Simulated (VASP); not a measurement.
Here is a VASP 6.6.1 calculation.

INCAR

```
SYSTEM = Ta
PREC     = Accurate       ! precision mode
ENCUT    = 520            ! plane-wave cutoff, eV
EDIFF    = 1E-6           ! SCF threshold, eV
ISMEAR   = -1             ! smearing method
SIGMA    = 0.08           ! smearing width, eV
LREAL    = .FALSE.        ! projectors in reciprocal space
LASPH    = .TRUE.         ! aspherical terms in the spheres
NELM     = 100            ! most SCF steps
ALGO     = Normal         ! electronic algorithm
ISIF     = 2              ! what is computed and relaxed
LWAVE    = .FALSE.        ! write WAVECAR
LCHARG   = .FALSE.        ! write CHGCAR
GGA      = PE             ! functional
NBANDS   = 24             ! bands
```

The input KPOINTS:

```
regular mesh
0
G
  10 10 14
  0 0 0
```

Contents of POSCAR:

```
Ta
1.0
    3.8309395330      0.0000000000      0.0000000000
   -1.9154697665      3.3176909560      0.0000000000
    0.0000000000      0.0000000000      2.2111762057
Ta
3
Direct
    0.0000000000      0.0000000000      0.0000000000
    0.3333333333      0.6666666667      0.5000000000
    0.6666666667      0.3333333333      0.5000000000
```

Potentials or basis: VASP PAW PBE potentials, release 64 (Ta_pv).

Command:

```bash
$ cat potpaw_PBE.64/Ta_pv/POTCAR > POTCAR
$ mpirun -np 1 vasp_std > vasp.out
```

Task: What does it give for the pressure?

Result: 491.7 GPa.

Stress tensor (GPa, compression positive):
```
491.49   0.00   0.00
  0.00 491.49   0.00
  0.00   0.00 492.13
```
